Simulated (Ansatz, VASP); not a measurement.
## Ga3As: VASP beside Ansatz

```
Ga As
1.0
    -3.53272    3.53272    5.96396
     3.53272   -3.53272    5.96396
     3.53272    3.53272   -5.96396
Ga As
6 2
Direct
  0.72563 0.46830 0.74267
  0.72563 0.98295 0.25733
  0.46830 0.72563 0.74267
  0.98295 0.72563 0.25733
  0.56806 0.06806 0.50000
  0.06806 0.56806 0.50000
  0.87042 0.37042 0.50000
  0.37042 0.87042 0.50000
```

Alike in both runs: functional PBE; k mesh 4 × 4 × 4; occupations gaussian, width 0.2 eV; no spin polarisation.

Ansatz relaxed the structure, and its values are those at the end. VASP's run is a single point on that final structure, the one shown.

```csv
,VASP,Ansatz
version,VASP 6.6.1,Ansatz 0.2.0
potentials or method,"VASP PAW PBE potentials, release 64 (Ga_d, As), cutoff 520 eV","scalar-relativistic, plane waves, PAW"
valence electrons in the cell,88,108
```

Ansatz gave:

```
gap on the k mesh at the Fermi level (eV) : none
pressure (GPa)                            : 0.5
rms of the force components (eV/Å)        : 0.018
```

Q: Which values does VASP return?

A: gap on the k mesh at the Fermi level (eV): none; pressure (GPa): 0.5; rms of the force components (eV/Å): 0.013.

A gap of «none» marks a metal or a gap that the smearing closes. VASP's potentials hold 88 valence electrons a cell and Ansatz's 108, so a difference there can come from the potentials and not from the codes.
